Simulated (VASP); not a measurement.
A run of VASP 6.6.1:

File POSCAR:

```
Zn
1.0
    0.1105186500      1.9647760000      1.9647760000
    2.0752946500      0.0000000000      2.0752946500
    1.9647760000      1.9647760000      0.1105186500
Zn
1
Direct
    0.0000000000      0.0000000000      0.0000000000
```

Contents of INCAR.step1:

```
SYSTEM = Zn
  ALGO = Normal
  EDIFF = 1E-4
  ENCUT = 520
  GGA = PE
  ISMEAR = 0
  LASPH = .TRUE.
  LCHARG = .FALSE.
  LREAL = .FALSE.
  LWAVE = .TRUE.
  NBANDS = 12
  NELM = 100
  PREC = Accurate
  SIGMA = 0.15
```

INCAR.step2

```
SYSTEM = Zn
  ALGO = Normal
  EDIFF = 1E-6
  ENCUT = 520
  ISIF = 2
  ISMEAR = 0
  ISTART = 1
  LASPH = .TRUE.
  LCHARG = .FALSE.
  LMIXTAU = .TRUE.
  LREAL = .FALSE.
  LWAVE = .FALSE.
  METAGGA = R2SCAN
  NBANDS = 12
  NELM = 100
  PREC = Accurate
  SIGMA = 0.15
```

KPOINTS

```
k-points
0
G
  20 20 20
  0 0 0
```

Potentials or basis: VASP PAW PBE potentials, release 64 (Zn).

Run with:

```console
$ cat potpaw_PBE.64/Zn/POTCAR > POTCAR
$ cp INCAR.step1 INCAR
$ mpirun -np 1 vasp_std > vasp.out
$ cp INCAR.step2 INCAR
$ mpirun -np 1 vasp_std > vasp.out
```

Hardware: 1 thread of Intel(R) Xeon(R) Platinum 8259CL CPU @ 2.50GHz (Skylake/Cascade Lake) (shared host).

How long does it take, and how much memory?

It took 10 min on 1 thread of Intel(R) Xeon(R) Platinum 8259CL CPU @ 2.50GHz (Skylake/Cascade Lake), on a shared host, peak memory 0.32 GiB. Counts: k points 1166.
